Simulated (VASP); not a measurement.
# GaAs (I-4m2) in VASP: single point with r2SCAN

Aim: the single point of GaAs with r2SCAN.

Everything below comes from runs of VASP 6.6.1. Logs are shortened: lines on timing, memory, paths and dates and some standing lists are left out, and cuts for length are marked.

## Step 1: The cell of the first run

The structure is tetragonal, space group I-4m2 (No. 119). The conventional cell has a = 3.998 Å, b = 3.998 Å, c = 5.428 Å, α = 90.00°, β = 90.00°, γ = 90.00°. Within 3.2 Å of Ga (site symmetry -4m2) lie 4 As at 2.42 Å. As (site symmetry -4m2) has 4 Ga at 2.42 Å within 3.2 Å.

## Step 2: Single point, r2SCAN (strain -0.0400 x Voigt [0, 0, 1, 0, 0, 0])

File POSCAR:

```
GaAs
1.0
    0.0000000000      2.8268500000      2.7137760000
    2.8268500000      0.0000000000      2.7137760000
    2.8268500000      2.8268500000      0.0000000000
Ga As
1 1
Direct
    0.0000000000      0.0000000000      0.0000000000
    0.7500000000      0.7500000000      0.7500000000
```

File INCAR.step1:

```
  PREC = Accurate
  ENCUT = 520
  ISMEAR = 0
  SIGMA = 0.05
  LREAL = F
  LASPH = T
  NELM = 80
  NBANDS = 16
  GGA = PE
  ALGO = Normal
  EDIFF = 1E-4
  LWAVE = T
  LCHARG = F
```

File INCAR.step2:

```
  PREC = Accurate
  ENCUT = 520
  EDIFF = 1E-6
  ISMEAR = 0
  SIGMA = 0.05
  LREAL = F
  LASPH = T
  NELM = 80
  ALGO = Normal
  ISIF = 2
  LWAVE = F
  LCHARG = F
  METAGGA = R2SCAN
  LMIXTAU = T
  NBANDS = 16
  ISTART = 1
```

File KPOINTS:

```
Automatic mesh
0
Gamma
  8 8 8
```

Potentials or basis: VASP PAW PBE potentials, release 64 (Ga_d, As).

On the command line:

```console
> cat potpaw_PBE.64/Ga_d/POTCAR potpaw_PBE.64/As/POTCAR > POTCAR
> cp INCAR.step1 INCAR
> mpirun -np 1 vasp_std > vasp.out
> cp INCAR.step2 INCAR
> mpirun -np 1 vasp_std > vasp.out
```

OUTCAR:

```text
PREC = Accurate
   ENCUT = 520
   EDIFF = 1E-6
   ISMEAR = 0
   LREAL = F
   LASPH = T
   NELM = 80
   ISIF = 2
   METAGGA = R2SCAN
   ISTART = 1

 ion  position               nearest neighbor table
   1  0.000  0.000  0.000-   2 2.42   2 2.42   2 2.42   2 2.42
   2  0.750  0.750  0.750-   1 2.42   1 2.42   1 2.42   1 2.42

  LATTYP: Found a body centered tetragonal cell.
 ALAT       =     3.9977696088
 C/A-ratio  =     1.3576450199

  Lattice vectors:

 A1 = (   0.0000000000,  -2.8268500000,  -2.7137760000)
 A2 = (   0.0000000000,   2.8268500000,  -2.7137760000)
 A3 = (   2.8268500000,   0.0000000000,   2.7137760000)

Analysis of symmetry for initial positions (statically):
=====================================================================
 Subroutine PRICEL returns:
 Original cell was already a primitive cell.

 Routine SETGRP: Setting up the symmetry group for a
 body centered tetragonal supercell.

 Subroutine GETGRP returns: Found  8 space group operations
 (whereof  8 operations were pure point group operations)
 out of a pool of 16 trial point group operations.

The static configuration has the point symmetry D_2d.

Analysis of symmetry for dynamics (positions and initial velocities):
=====================================================================
 Subroutine PRICEL returns:
 Original cell was already a primitive cell.

 Routine SETGRP: Setting up the symmetry group for a
 body centered tetragonal supercell.

 Subroutine GETGRP returns: Found  8 space group operations
 (whereof  8 operations were pure point group operations)
 out of a pool of 16 trial point group operations.

The dynamic configuration has the point symmetry D_2d.

 Subroutine INISYM returns: Found  8 space group operations
 (whereof  8 operations are pure point group operations),
 and found     1 'primitive' translations

----------------------------------------------------------------------------------------

                                     Primitive cell

  volume of cell :      43.3720

  direct lattice vectors                    reciprocal lattice vectors
     0.000000000  2.826850000  2.713776000    -0.176875321  0.176875321  0.184245126
     2.826850000  0.000000000  2.713776000     0.176875321 -0.176875321  0.184245126
     2.826850000  2.826850000  0.000000000     0.176875321  0.176875321 -0.184245126

  length of vectors
     3.918630003  3.918630003  3.997769609     0.310670282  0.310670282  0.310670282

  position of ions in fractional coordinates (direct lattice)
     0.000000000  0.000000000  0.000000000
     0.750000000  0.750000000  0.750000000

  ion indices of the primitive-cell ions
   primitive index   ion index
                 1           1
                 2           2

----------------------------------------------------------------------------------------

 KPOINTS: Automatic mesh

Automatic generation of k-mesh.
 Grid dimensions read from file:
 generate k-points for:    8    8    8

 Generating k-lattice:

  Cartesian coordinates                     Fractional coordinates (reciprocal lattice)
    -0.022109415  0.022109415  0.023030641     0.125000000  0.000000000  0.000000000
     0.022109415 -0.022109415  0.023030641     0.000000000  0.125000000  0.000000000
     0.022109415  0.022109415 -0.023030641    -0.000000000 -0.000000000  0.125000000

  Length of vectors
     0.038833785  0.038833785  0.038833785

  Shift w.r.t. Gamma in fractional coordinates (k-lattice)
     0.000000000  0.000000000  0.000000000

 Subroutine IBZKPT returns following result:
 ===========================================

 Found     59 irreducible k-points:

 Following reciprocal coordinates:
            Coordinates               Weight
  0.000000  0.000000  0.000000      1.000000
  0.125000  0.000000  0.000000      8.000000
  0.250000  0.000000  0.000000      8.000000
  0.375000  0.000000  0.000000      8.000000
  0.500000  0.000000  0.000000      4.000000
  0.125000  0.125000  0.000000      2.000000
[... 16 lines left out ...]
  0.250000  0.000000  0.125000     16.000000
  0.375000  0.000000  0.125000     16.000000
 [... further k-points ...]
   k-points           NKPTS =     59   k-points in BZ     NKDIM =     59   number of bands    NBANDS=     16
   number of dos      NEDOS =    301   number of ions     NIONS =      2
   total plane-waves  NPLWV =  27000
   dimension x,y,z NGX =    30 NGY =   30 NGZ =   30
   dimension x,y,z NGXF=    60 NGYF=   60 NGZF=   60
   ions per type =               1   1
   NGX,Y,Z   is equivalent  to a cutoff of  12.73, 12.73, 12.48 a.u.
   NGXF,Y,Z  is equivalent  to a cutoff of  25.45, 25.45, 24.95 a.u.
 SYSTEM =  unknown system
   PREC   = accura    normal or accurate (medium, high low for compatibility)
   ISTART =      1    job   : 0-new  1-cont  2-samecut
   ICHARG =      0    charge: 1-file 2-atom 10-const
   ISPIN  =      1    spin polarized calculation?
   LNONCOLLINEAR =      F non collinear calculations
   LSORBIT =      F    spin-orbit coupling
   LASPH  =      T    aspherical Exc in radial PAW
   ENCUT  =  520.0 eV  38.22 Ry    6.18 a.u.   7.29  7.29  7.43*2*pi/ulx,y,z
   NELM   =     80;   NELMIN=  2; NELMDL=  0     # of ELM steps
   EDIFF  = 0.1E-05   stopping-criterion for ELM
   LREAL  =      F    real-space projection
   EDIFFG = 0.1E-04   stopping-criterion for IOM
   NSW    =      0    number of steps for IOM
   IBRION =     -1    ionic relax: 0-MD 1-quasi-New 2-CG
   NFREE  =      0    steps in history (QN), initial steepest desc. (CG)
   ISIF   =      2    stress and relaxation
   ISYM   =      2    0-nonsym 1-usesym 2-fastsym
   POTIM  = 0.5000    time-step for ionic-motion
   TEBEG  =    0.0;   TEEND  =   0.0 temperature during run
   PSTRESS=    0.0 pullay stress
   NELECT =      18.0000    total number of electrons
   NUPDOWN=      -1.0000    fix difference up-down
   EMIN   =  10.00;   EMAX   =-10.00  energy-range for DOS
   EFERMI =   0.00;   METHOD = LEGACY
   ISMEAR =     0;   SIGMA  =   0.05  broadening in eV -4-tet -1-fermi 0-gaus
   EFERMI_NEDOS =   21; number of points for ismear=-14 and -15
   IALGO  =     38    algorithm
   IMIX   =      4    mixing-type and parameters
     AMIX     =   0.40;   BMIX     =  1.00
     AMIX_MAG =   1.60;   BMIX_MAG =  1.00
  volume/ion in A,a.u.               =      21.69       146.34
  Fermi-wavevector in a.u.,A,eV,Ry     =   1.221132  2.307604 20.288498  1.491163
  Thomas-Fermi vector in A             =   2.356325
   LORBIT       =      0    0 simple, 1 ext, 2 COOP (PROOUT), +10 PAW based schemes
   METAGGA = R2SCAN    functional components
   LHFCALC =     F    Hartree Fock is set to
   AEXX    =    0.0000 exact exchange contribution
   IVDW    =     0    specifies the selected vdW correction
   LEPSILON=     F    determine dielectric tensor
   LRPA    =     F    only Hartree local field effects (RPA)
 non-spin polarized calculation
 Gauss-broadening in eV      SIGMA  =   0.05
  energy-cutoff  :      520.00
  volume of cell :       43.37
 maximum number of plane-waves:      1194
 NGX is ok and might be reduce to    30
   NGX = 15   NGY = 15   NGZ = 15

 number of electron      18.0000008 magnetization

 Free energy of the ion-electron system (eV)
  ---------------------------------------------------
  ext. energy  EPLUGINS =         0.00000000
  ---------------------------------------------------
  free energy    TOTEN  =       -27.01773114 eV

  energy without entropy =      -27.01773114  energy(sigma->0) =      -27.01773114

 E-fermi :   4.4902     XC(G=0): -10.4544

 val. band max:        4.2315597512   @ k =   0.0000   0.0000   0.0000
 cond. band min:       5.3916601139   @ k =   0.0000   0.0000   0.0000
 fundamental gap:      1.1601003626
 Fermi energy:         4.4901948194

 k-point     1 :       0.0000    0.0000    0.0000
  band No.  band energies     occupation
      1     -11.2420      2.00000
      2     -11.2420      2.00000
      3     -11.2320      2.00000
      4     -11.1418      2.00000
      5     -11.1350      2.00000
      6      -9.4434      2.00000
[... 8 lines left out ...]
     15      14.3964      0.00000
     16      15.1465      0.00000

 k-point     2 :       0.1250    0.0000    0.0000
  band No.  band energies     occupation
      1     -11.2584      2.00000
      2     -11.2376      2.00000
      3     -11.2305      2.00000
      4     -11.1421      2.00000
      5     -11.1349      2.00000
      6      -9.2384      2.00000
[... 8 lines left out ...]
     15      13.6438      0.00000
     16      14.1580      0.00000

 k-point     3 :       0.2500    0.0000    0.0000
  band No.  band energies     occupation
      1     -11.2974      2.00000
      2     -11.2280      2.00000
      3     -11.2216      2.00000
      4     -11.1422      2.00000
      5     -11.1334      2.00000
      6      -8.6683      2.00000
[... 8 lines left out ...]
     15      13.6125      0.00000
     16      14.0715      0.00000

 k-point     4 :       0.3750    0.0000    0.0000
  band No.  band energies     occupation
      1     -11.3307      2.00000
      2     -11.2203      2.00000
      3     -11.2140      2.00000
      4     -11.1406      2.00000
      5     -11.1300      2.00000
      6      -7.9008      2.00000
[... 8 lines left out ...]
     15      14.9796      0.00000
     16      15.0998      0.00000
[... 324 lines left out ...]
 k-point    22 :       0.1250    0.0000    0.1250
  band No.  band energies     occupation
      1     -11.2701      2.00000
      2     -11.2330      2.00000
      3     -11.2243      2.00000
      4     -11.1418      2.00000
      5     -11.1357      2.00000
      6      -9.1773      2.00000
[... 8 lines left out ...]
     15      13.7594      0.00000
     16      15.1640      0.00000

 k-point    23 :       0.2500    0.0000    0.1250
  band No.  band energies     occupation
      1     -11.2996      2.00000
      2     -11.2239      2.00000
      3     -11.2166      2.00000
      4     -11.1437      2.00000
      5     -11.1346      2.00000
      6      -8.7335      2.00000
[... 8 lines left out ...]
     15      14.7822      0.00000
     16      15.2198      0.00000

 k-point    24 :       0.3750    0.0000    0.1250
  band No.  band energies     occupation
      1     -11.3293      2.00000
      2     -11.2170      2.00000
      3     -11.2093      2.00000
      4     -11.1429      2.00000
      5     -11.1326      2.00000
      6      -8.0164      2.00000
[... 8 lines left out ...]
     15      15.0064      0.00000
     16      15.8710      0.00000

 [... further k-points ...]
[... 5 lines left out ...]
  --------------------------------------------------------------------------------------
  -------------------------------------------------------------------------------------
  Total        0.8331675      0.8331675      1.5269852      0.0000000      0.0000000      0.0000000
  in kB       30.7775026     30.7775026     56.4073746      0.0000000      0.0000000      0.0000000
  external PRESSURE =      39.3207933 kB  Pullay stress =       0.0000000 kB

 VOLUME and BASIS-vectors are now :
 -----------------------------------------------------------------------------
  energy-cutoff  :      520.00
  volume of cell :       43.37
      direct lattice vectors                 reciprocal lattice vectors
     0.000000000  2.826850000  2.713776000    -0.176875321  0.176875321  0.184245126
     2.826850000  0.000000000  2.713776000     0.176875321 -0.176875321  0.184245126
     2.826850000  2.826850000  0.000000000     0.176875321  0.176875321 -0.184245126

 POSITION                                       TOTAL-FORCE (eV/Angst)
 -----------------------------------------------------------------------------------
      0.00000      0.00000      0.00000        -0.000000     -0.000000      0.000000
      4.24027      4.24027      4.07066         0.000000      0.000000     -0.000000
 -----------------------------------------------------------------------------------
    total drift:                                0.000007      0.000007     -0.000021

  FREE ENERGIE OF THE ION-ELECTRON SYSTEM (eV)
  ---------------------------------------------------
  free  energy   TOTEN  =       -27.0177311356 eV

  energy  without entropy=      -27.0177311356  energy(sigma->0) =      -27.01773114
```

Wall time 4 min (1 thread of Intel Xeon 8259CL, shared host); peak memory 0.2 GiB.

What came out:

```yaml
Free_energy: -27.0177 eV
Pressure: 3.9 GPa
Band_gap_on_the_k_mesh: 1.16 eV, direct
```

Stress tensor (GPa, compression positive):
```
3.08 0.00 0.00
0.00 3.08 0.00
0.00 0.00 5.64
```

Caveat: the cell differs from its parent crystal (strain -0.0400 x Voigt [0, 0, 1, 0, 0, 0]); the PAW data sets were made with another functional, which shifts forces and pressure a little.
